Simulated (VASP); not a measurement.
# AlGa3N4 (P-43m) in VASP: single point with r2SCAN

Aim: the single point of AlGa3N4 with r2SCAN.

Program: VASP 6.6.1. These are calculated values, not measurements. Logs are shortened: lines on timing, memory, paths and dates and some standing lists are left out, and cuts for length are marked.

## 1. The cell of the first run

Symmetry: P-43m, No. 215, cubic system. Conventional cell: a = 4.472 Å, b = 4.472 Å, c = 4.472 Å, α = 90.00°, β = 90.00°, γ = 90.00°. Within 2.5 Å of Al (site symmetry -43m) lie 4 N at 1.89 Å. Ga (site symmetry -42m) has 4 N at 1.95 Å within 2.6 Å. N (site symmetry 3m) has 1 Al at 1.89 Å and 3 Ga at 1.95 Å within 2.5 Å.

## 2. Single point, r2SCAN

File POSCAR:

```
AlGa3N4
1.0
    4.4716853600      0.0000000000      0.0000000000
    0.0000000000      4.4716853600      0.0000000000
    0.0000000000      0.0000000000      4.4716853600
Al Ga N
1 3 4
Direct
    0.0000000000      0.0000000000      0.0000000000
    0.5000000000      0.5000000000      0.0000000000
    0.5000000000      0.0000000000      0.5000000000
    0.0000000000      0.5000000000      0.5000000000
    0.7557144200      0.7557144200      0.2442855800
    0.7557144200      0.2442855800      0.7557144200
    0.2442855800      0.7557144200      0.7557144200
    0.2442855800      0.2442855800      0.2442855800
```

File INCAR.step1:

```
SYSTEM = AlGa3N4
ALGO = Normal ; EDIFF = 1E-5
ENCUT = 910 ; GGA = PE
GGA_COMPAT = .FALSE. ; ISMEAR = 0
LASPH = .TRUE. ; LCHARG = .FALSE.
LREAL = .FALSE. ; LWAVE = .TRUE.
NBANDS = 41 ; NELM = 120
PREC = Accurate ; SIGMA = 0.05
```

File INCAR.step2:

```
SYSTEM = AlGa3N4
ALGO = Normal ; EDIFF = 1E-6
ENCUT = 910 ; GGA_COMPAT = .FALSE.
ISIF = 2 ; ISMEAR = 0
ISTART = 1 ; LASPH = .TRUE.
LCHARG = .TRUE. ; LELF = .TRUE.
LMIXTAU = .TRUE. ; LREAL = .FALSE.
LVHAR = .TRUE. ; LWAVE = .FALSE.
METAGGA = R2SCAN ; NBANDS = 41
NELM = 120 ; PREC = Accurate
SIGMA = 0.05
```

File KPOINTS:

```
k-points
0
G
  6 6 6
  0 0 0
```

Potentials or basis: VASP PAW PBE potentials, release 64 (Al, Ga_d, N_h).

Started as:

```
cat potpaw_PBE.64/Al/POTCAR potpaw_PBE.64/Ga_d/POTCAR potpaw_PBE.64/N_h/POTCAR > POTCAR
cp INCAR.step1 INCAR
mpirun -np 1 vasp_std > vasp.out
cp INCAR.step2 INCAR
mpirun -np 1 vasp_std > vasp.out
```

OUTCAR:

```text
SYSTEM = AlGa3N4
   EDIFF = 1E-6
   ENCUT = 910
   ISIF = 2
   ISMEAR = 0
   ISTART = 1
   LASPH = .TRUE.
   LREAL = .FALSE.
   METAGGA = R2SCAN
   NELM = 120
   PREC = Accurate

 ion  position               nearest neighbor table
   1  0.000  0.000  0.000-   5 1.89   6 1.89   7 1.89   8 1.89
   2  0.500  0.500  0.000-   5 1.95   6 1.95   7 1.95   8 1.95
   3  0.500  0.000  0.500-   5 1.95   6 1.95   7 1.95   8 1.95
   4  0.000  0.500  0.500-   5 1.95   6 1.95   7 1.95   8 1.95
   5  0.756  0.756  0.244-   1 1.89   2 1.95   3 1.95   4 1.95
   6  0.756  0.244  0.756-   1 1.89   2 1.95   3 1.95   4 1.95
   7  0.244  0.756  0.756-   1 1.89   2 1.95   3 1.95   4 1.95
   8  0.244  0.244  0.244-   1 1.89   2 1.95   3 1.95   4 1.95

  LATTYP: Found a simple cubic cell.
 ALAT       =     4.4716853600

  Lattice vectors:

 A1 = (   4.4716853600,   0.0000000000,   0.0000000000)
 A2 = (   0.0000000000,   4.4716853600,   0.0000000000)
 A3 = (   0.0000000000,   0.0000000000,   4.4716853600)

Analysis of symmetry for initial positions (statically):
=====================================================================
 Subroutine PRICEL returns:
 Original cell was already a primitive cell.

 Routine SETGRP: Setting up the symmetry group for a
 simple cubic supercell.

 Subroutine GETGRP returns: Found 24 space group operations
 (whereof 24 operations were pure point group operations)
 out of a pool of 48 trial point group operations.

The static configuration has the point symmetry T_d .

Analysis of symmetry for dynamics (positions and initial velocities):
=====================================================================
 Subroutine PRICEL returns:
 Original cell was already a primitive cell.

 Routine SETGRP: Setting up the symmetry group for a
 simple cubic supercell.

 Subroutine GETGRP returns: Found 24 space group operations
 (whereof 24 operations were pure point group operations)
 out of a pool of 48 trial point group operations.

The dynamic configuration has the point symmetry T_d .

 Subroutine INISYM returns: Found 24 space group operations
 (whereof 24 operations are pure point group operations),
 and found     1 'primitive' translations

----------------------------------------------------------------------------------------

                                     Primitive cell

  volume of cell :      89.4157

  direct lattice vectors                    reciprocal lattice vectors
     4.471685360  0.000000000  0.000000000     0.223629330  0.000000000  0.000000000
     0.000000000  4.471685360  0.000000000     0.000000000  0.223629330  0.000000000
     0.000000000  0.000000000  4.471685360     0.000000000  0.000000000  0.223629330

  length of vectors
     4.471685360  4.471685360  4.471685360     0.223629330  0.223629330  0.223629330

  position of ions in fractional coordinates (direct lattice)
     0.000000000  0.000000000  0.000000000
     0.500000000  0.500000000  0.000000000
     0.500000000  0.000000000  0.500000000
     0.000000000  0.500000000  0.500000000
     0.755714420  0.755714420  0.244285580
     0.755714420  0.244285580  0.755714420
     0.244285580  0.755714420  0.755714420
     0.244285580  0.244285580  0.244285580

  ion indices of the primitive-cell ions
   primitive index   ion index
                 1           1
                 2           2
                 3           3
                 4           4
                 5           5
                 6           6
                 7           7
                 8           8

----------------------------------------------------------------------------------------

 KPOINTS: k-points

Automatic generation of k-mesh.
 Grid dimensions read from file:
 generate k-points for:    6    6    6

 Generating k-lattice:

  Cartesian coordinates                     Fractional coordinates (reciprocal lattice)
     0.037271555  0.000000000  0.000000000     0.166666667  0.000000000  0.000000000
     0.000000000  0.037271555  0.000000000     0.000000000  0.166666667  0.000000000
     0.000000000  0.000000000  0.037271555     0.000000000  0.000000000  0.166666667

  Length of vectors
     0.037271555  0.037271555  0.037271555

  Shift w.r.t. Gamma in fractional coordinates (k-lattice)
     0.000000000  0.000000000  0.000000000

 Subroutine IBZKPT returns following result:
 ===========================================

 Found     20 irreducible k-points:

 Following reciprocal coordinates:
            Coordinates               Weight
  0.000000  0.000000  0.000000      1.000000
  0.166667  0.000000  0.000000      6.000000
  0.333333  0.000000  0.000000      6.000000
  0.500000  0.000000  0.000000      3.000000
  0.166667  0.166667  0.000000     12.000000
  0.333333  0.166667  0.000000     24.000000
[... 12 lines left out ...]
  0.500000  0.500000  0.333333      6.000000
  0.500000  0.500000  0.500000      1.000000
   k-points           NKPTS =     20   k-points in BZ     NKDIM =     20   number of bands    NBANDS=     41
   number of dos      NEDOS =    301   number of ions     NIONS =      8
   total plane-waves  NPLWV = 110592
   dimension x,y,z NGX =    48 NGY =   48 NGZ =   48
   dimension x,y,z NGXF=    96 NGYF=   96 NGZF=   96
   ions per type =               1   3   4
   NGX,Y,Z   is equivalent  to a cutoff of  17.85, 17.85, 17.85 a.u.
   NGXF,Y,Z  is equivalent  to a cutoff of  35.69, 35.69, 35.69 a.u.
 SYSTEM =  AlGa3N4
   PREC   = accura    normal or accurate (medium, high low for compatibility)
   ISTART =      1    job   : 0-new  1-cont  2-samecut
   ICHARG =      0    charge: 1-file 2-atom 10-const
   ISPIN  =      1    spin polarized calculation?
   LNONCOLLINEAR =      F non collinear calculations
   LSORBIT =      F    spin-orbit coupling
   LASPH  =      T    aspherical Exc in radial PAW
   ENCUT  =  910.0 eV  66.88 Ry    8.18 a.u.  11.00 11.00 11.00*2*pi/ulx,y,z
   NELM   =    120;   NELMIN=  2; NELMDL=  0     # of ELM steps
   EDIFF  = 0.1E-05   stopping-criterion for ELM
   LREAL  =      F    real-space projection
   EDIFFG = 0.1E-04   stopping-criterion for IOM
   NSW    =      0    number of steps for IOM
   IBRION =     -1    ionic relax: 0-MD 1-quasi-New 2-CG
   NFREE  =      0    steps in history (QN), initial steepest desc. (CG)
   ISIF   =      2    stress and relaxation
   ISYM   =      2    0-nonsym 1-usesym 2-fastsym
   POTIM  = 0.5000    time-step for ionic-motion
   TEBEG  =    0.0;   TEEND  =   0.0 temperature during run
   PSTRESS=    0.0 pullay stress
   NELECT =      62.0000    total number of electrons
   NUPDOWN=      -1.0000    fix difference up-down
   EMIN   =  10.00;   EMAX   =-10.00  energy-range for DOS
   EFERMI =   0.00;   METHOD = LEGACY
   ISMEAR =     0;   SIGMA  =   0.05  broadening in eV -4-tet -1-fermi 0-gaus
   EFERMI_NEDOS =   21; number of points for ismear=-14 and -15
   IALGO  =     38    algorithm
   IMIX   =      4    mixing-type and parameters
     AMIX     =   0.40;   BMIX     =  1.00
     AMIX_MAG =   1.60;   BMIX_MAG =  1.00
  volume/ion in A,a.u.               =      11.18        75.43
  Fermi-wavevector in a.u.,A,eV,Ry     =   1.448997  2.738207 28.566688  2.099592
  Thomas-Fermi vector in A             =   2.566774
   LORBIT       =      0    0 simple, 1 ext, 2 COOP (PROOUT), +10 PAW based schemes
   METAGGA = R2SCAN    functional components
   LHFCALC =     F    Hartree Fock is set to
   AEXX    =    0.0000 exact exchange contribution
   IVDW    =     0    specifies the selected vdW correction
   LEPSILON=     F    determine dielectric tensor
   LRPA    =     F    only Hartree local field effects (RPA)
 non-spin polarized calculation
 Gauss-broadening in eV      SIGMA  =   0.05
  energy-cutoff  :      910.00
  volume of cell :       89.42
 maximum number of plane-waves:      5616
 NGX is ok and might be reduce to    48
   NGX = 21   NGY = 21   NGZ = 21

 number of electron      62.0000014 magnetization

 Free energy of the ion-electron system (eV)
  ---------------------------------------------------
  ext. energy  EPLUGINS =         0.00000000
  ---------------------------------------------------
  free energy    TOTEN  =       -84.86025172 eV

  energy without entropy =      -84.86025172  energy(sigma->0) =      -84.86025172

 E-fermi :   5.7323     XC(G=0): -12.3511

 val. band max:        5.4416975392   @ k =   0.0000   0.0000   0.0000
 cond. band min:       8.2276777689   @ k =   0.0000   0.0000   0.0000
 fundamental gap:      2.7859802297
 Fermi energy:         5.7323474706

 k-point     1 :       0.0000    0.0000    0.0000
  band No.  band energies     occupation
      1     -11.0160      2.00000
      2      -9.6405      2.00000
      3      -9.6405      2.00000
      4      -9.6405      2.00000
      5      -8.0623      2.00000
      6      -8.0623      2.00000
[... 33 lines left out ...]
     40      17.0302      0.00000
     41      17.0302      0.00000

 k-point     2 :       0.1667    0.0000    0.0000
  band No.  band energies     occupation
      1     -10.9051      2.00000
      2      -9.6923      2.00000
      3      -9.6429      2.00000
      4      -9.6429      2.00000
      5      -8.0654      2.00000
      6      -8.0583      2.00000
[... 33 lines left out ...]
     40      17.2542      0.00000
     41      17.2542      0.00000

 k-point     3 :       0.3333    0.0000    0.0000
  band No.  band energies     occupation
      1     -10.6053      2.00000
      2      -9.8697      2.00000
      3      -9.6479      2.00000
      4      -9.6479      2.00000
      5      -8.0412      2.00000
      6      -8.0412      2.00000
[... 699 lines left out ...]
      2      -9.8328      2.00000
      3      -9.8328      2.00000
      4      -9.8217      2.00000
      5      -8.0580      2.00000
      6      -8.0580      2.00000
[... 33 lines left out ...]
     40      16.3755      0.00000
     41      16.5490      0.00000

 k-point    20 :       0.5000    0.5000    0.5000
  band No.  band energies     occupation
      1     -10.0251      2.00000
      2      -9.8269      2.00000
      3      -9.8269      2.00000
      4      -9.8269      2.00000
      5      -8.0627      2.00000
      6      -8.0627      2.00000
[... 33 lines left out ...]
     40      16.0686      0.00000
     41      16.0686      0.00000

------------------------ aborting loop because EDIFF is reached ----------------------------------------

  FORCE on cell =-STRESS in cart. coord.  units (eV):
  Direction    XX          YY          ZZ          XY          YZ          ZX
  --------------------------------------------------------------------------------------
  -------------------------------------------------------------------------------------
  Total       -0.1467143     -0.1467143     -0.1467143      0.0000000     -0.0000000      0.0000000
  in kB       -2.6288719     -2.6288719     -2.6288719      0.0000000     -0.0000000      0.0000000
  external PRESSURE =      -2.6288719 kB  Pullay stress =       0.0000000 kB

 VOLUME and BASIS-vectors are now :
 -----------------------------------------------------------------------------
  energy-cutoff  :      910.00
  volume of cell :       89.42
      direct lattice vectors                 reciprocal lattice vectors
     4.471685360  0.000000000  0.000000000     0.223629330  0.000000000  0.000000000
     0.000000000  4.471685360  0.000000000     0.000000000  0.223629330  0.000000000
     0.000000000  0.000000000  4.471685360     0.000000000  0.000000000  0.223629330

 POSITION                                       TOTAL-FORCE (eV/Angst)
 -----------------------------------------------------------------------------------
      0.00000      0.00000      0.00000        -0.000000     -0.000000     -0.000000
      2.23584      2.23584      0.00000        -0.000000      0.000000     -0.000000
      2.23584      0.00000      2.23584        -0.000000     -0.000000     -0.000000
      0.00000      2.23584      2.23584        -0.000000      0.000000     -0.000000
      3.37932      3.37932      1.09237         0.004306      0.004306     -0.004306
      3.37932      1.09237      3.37932         0.004306     -0.004306      0.004306
      1.09237      3.37932      3.37932        -0.004306      0.004306      0.004306
      1.09237      1.09237      1.09237        -0.004306     -0.004306     -0.004306
 -----------------------------------------------------------------------------------
    total drift:                               -0.000000     -0.000000     -0.000000

  FREE ENERGIE OF THE ION-ELECTRON SYSTEM (eV)
  ---------------------------------------------------
  free  energy   TOTEN  =       -84.8602517159 eV

  energy  without entropy=      -84.8602517159  energy(sigma->0) =      -84.86025172
```

Wall time 13 min (1 thread of Intel Xeon Platinum 8488C (Sapphire Rapids), shared host); peak memory 0.44 GiB.

Results:

| Property | Result |
| --- | --- |
| Free energy | -84.8603 eV |
| Pressure | -0.3 GPa |
| Largest force | 0.007 eV/Å |
| Band gap on the k mesh | 2.79 eV |

Forces on the atoms (eV/Å):
```
Al   0.000  0.000  0.000
Ga   0.000  0.000  0.000
Ga   0.000  0.000  0.000
Ga   0.000  0.000  0.000
N    0.004  0.004 -0.004
N    0.004 -0.004  0.004
N   -0.004  0.004  0.004
N   -0.004 -0.004 -0.004
```

Caveat: the PAW data sets were made with another functional, which shifts forces and pressure a little.
